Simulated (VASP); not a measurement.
Set up this calculation in VASP 6.6.1, as the native input.

```yaml
Task: single point
Functional: PBE
Potentials_or_basis: VASP PAW PBE potentials, release 64 (Sn_d, Ru_pv, C)
Cutoff: 520 eV
k_mesh: 6 × 6 × 2
Occupations: gaussian, width 0.1 eV
Spin: no spin polarisation
Dipole_correction: no
Further_INCAR_settings: ALGO = Normal; EDIFF = 1e-07; NBANDS = 46
```

The structure of SnRuC2 lies in POSCAR:

```
SnRuC2
1.0
    3.1751722835      0.0000000000      0.0000000000
   -1.5875861417      2.7497798589      0.0000000000
    0.0000000000      0.0000000000     11.5267859490
Sn Ru C
2 2 4
Direct
    0.0000000000      0.0000000000      0.5000000000
    0.0000000000      0.0000000000      0.0000000000
    0.3333333333      0.6666666667      0.7500000000
    0.6666666667      0.3333333333      0.2500000000
    0.3333333333      0.6666666667      0.3436063477
    0.6666666667      0.3333333333      0.8436063477
    0.6666666667      0.3333333333      0.6563936523
    0.3333333333      0.6666666667      0.1563936523
```

One way to write it, as run:

INCAR

```
SYSTEM = SnRuC2
PREC = Accurate
ENCUT = 520
EDIFF = 1E-7
ISMEAR = 0
SIGMA = 0.1
LREAL = .False.
LASPH = .True.
NELM = 100
ALGO = Normal
ISIF = 2
LWAVE = .False.
LCHARG = .False.
GGA = PE
NBANDS = 46
```

KPOINTS

```
Automatic mesh
0
Gamma
  6 6 2
  0 0 0
```

Potentials or basis: VASP PAW PBE potentials, release 64 (Sn_d, Ru_pv, C).

Run with:

```bash
$ cat potpaw_PBE.64/Sn_d/POTCAR potpaw_PBE.64/Ru_pv/POTCAR potpaw_PBE.64/C/POTCAR > POTCAR
$ mpirun -np 1 vasp_std > vasp.out
```

Results of the run:

```
Pressure               : 0.1 GPa
Band gap on the k mesh : zero (band 36 reaches 12.62 eV, above the bottom of band 37 at 8.96 eV)
```

Caveat: the k points lie up to 0.38 Å⁻¹ apart; spin-orbit coupling is left out, which moves the levels of the heavy elements.

It took 30 s on 1 thread of Intel(R) Xeon(R) 6975P-C (Granite Rapids), on a shared host, peak memory 0.24 GiB.
